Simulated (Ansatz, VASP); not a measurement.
**One calculation of Ta2P3Au, two programs**

The input INCAR:

```
PREC = Accurate ; ENCUT = 600
EDIFF = 1E-7 ; ISMEAR = 0
SIGMA = 0.1 ; LREAL = F
LASPH = T ; NELM = 60
ALGO = Normal ; ISIF = 3
LWAVE = F ; LCHARG = F
GGA = PE ; IBRION = 2
NSW = 90 ; EDIFFG = -0.04
```

KPOINTS

```
regular mesh
0
Gamma
  6 6 4
```

POSCAR

```
Ta2P3Au
1.0
    5.2224438264      0.0000000000      0.0000000000
   -2.6112219132      4.5227690235      0.0000000000
    0.0000000000      0.0000000000      4.1828129080
Ta P Au
2 3 1
Direct
    0.3333333333      0.6666666667      0.0000000000
    0.6666666667      0.3333333333      0.0000000000
    0.5000000000      0.0000000000      0.5000000000
    0.5000000000      0.5000000000      0.5000000000
    0.0000000000      0.5000000000      0.5000000000
    0.0000000000      0.0000000000      0.0000000000
```

Input for Ansatz:

```yaml
crystal:
  lattice:
    - [5.2224438264, 0.0, 0.0]
    - [-2.6112219132, 4.5227690235, 0.0]
    - [0.0, 0.0, 4.182812908]
  atoms:
    - { symbol: Ta, position: [0.3333333333, 0.6666666667, 0.0] }
    - { symbol: Ta, position: [0.6666666667, 0.3333333333, 0.0] }
    - { symbol: P, position: [0.5, 0.0, 0.5] }
    - { symbol: P, position: [0.5, 0.5, 0.5] }
    - { symbol: P, position: [0.0, 0.5, 0.5] }
    - { symbol: Au, position: [0.0, 0.0, 0.0] }
basis:
  ecutwfc: 420
kpoints:
  mp_grid: { grid: [6, 6, 4] }
hamiltonian:
  xc: pbe
scf:
  occupations: { method: gaussian, width: 0.1 }
  lower_state_search: "off"
output:
  forces: true
  stress: true
  eigenvalues: true
relax:
  adjacent_minimum: "off"
  f_tol: 0.04
  max_steps: 70
  cell: { stress_tol: 0.4 }
```

Change from the starting cell: species swapped into the DyB2Ru3 type (P6/mmm, No. 191).

Alike in both runs: task relaxation of cell and atoms; functional PBE; k mesh 6 × 6 × 4; occupations gaussian, width 0.1 eV; no spin polarisation.

|  | VASP | Ansatz |
| --- | --- | --- |
| version | VASP 6.6.1 | Ansatz 0.2.0 |
| potentials or method | VASP PAW PBE potentials, release 64 (Ta_pv, P, Au), cutoff 600 eV | scalar-relativistic, plane waves, PAW |
| valence electrons in the cell | 48 | 60 |

```tsv
	VASP	Ansatz	Ansatz less VASP
gap on the k mesh at the Fermi level, each at its own relaxed structure (eV)	none	none	-
relaxed volume (Å³/atom)	16.56	16.54	-0.022
relaxed cell length with the largest relative difference (Å)	4.149	4.142	-0.0061
```

A gap of «none» marks a metal or a gap that the smearing closes. VASP's potentials hold 48 valence electrons a cell and Ansatz's 60, so a difference there can come from the potentials and not from the codes.

The k mesh is coarse, so the values compare programs but aren't converged. Neither program's run includes spin-orbit coupling.
